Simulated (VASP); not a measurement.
## Mo: single point with r2SCAN

Mo:

```xyz
2
Lattice="0.0000 2.6283 2.6283 2.6283 0.0000 2.6283 2.6283 2.6283 0.0000" Properties=species:S:1:pos:R:3 pbc="T T T"
Mo    2.6283    2.6283    2.6283
Mo    3.9424    3.9424    3.9424
```

This isn't the form of Mo at room conditions, which is bcc.

```json
{
 "Program": "VASP 6.6.1",
 "Task": "single point",
 "Functional": "r2SCAN",
 "Potentials or basis": "VASP PAW PBE potentials, release 64 (Mo_sv)",
 "Cutoff": "550 eV",
 "k mesh": "6 × 6 × 6",
 "Occupations": "gaussian, width 0.1 eV",
 "Spin": "no spin polarisation",
 "Dipole correction": "no",
 "Further INCAR settings": "ALGO = Normal; EDIFF = 1e-06; NBANDS = 21"
}
```

* Pressure: 40.4 GPa
* Band gap on the k mesh: zero (bands 14 and 15 overlap by 0.49 eV)

Levels at points of the mesh, in eV from the Fermi level:
```
           k point  band 11  band 12  band 13  band 14  band 15  band 16  band 17  band 18
(0.00, 0.00, 0.00)    -3.49    -1.90    -1.90    -1.90     1.67     1.67     1.67     5.90
(0.50, 0.00, 0.00)    -3.12    -2.47    -2.47    -2.39     0.84     3.05     3.05     4.79
(0.50, 0.50, 0.00)    -2.46    -2.46     0.29     0.29     0.69     0.69     5.13     5.13
```

Run time: 32 s on 1 thread of AMD EPYC 9R45 96-Core Processor (Zen 5), on a shared host, peak memory 0.13 GiB.

Caveat: the cell stands under pressure; the PAW data sets were made with another functional, which shifts forces and pressure a little.
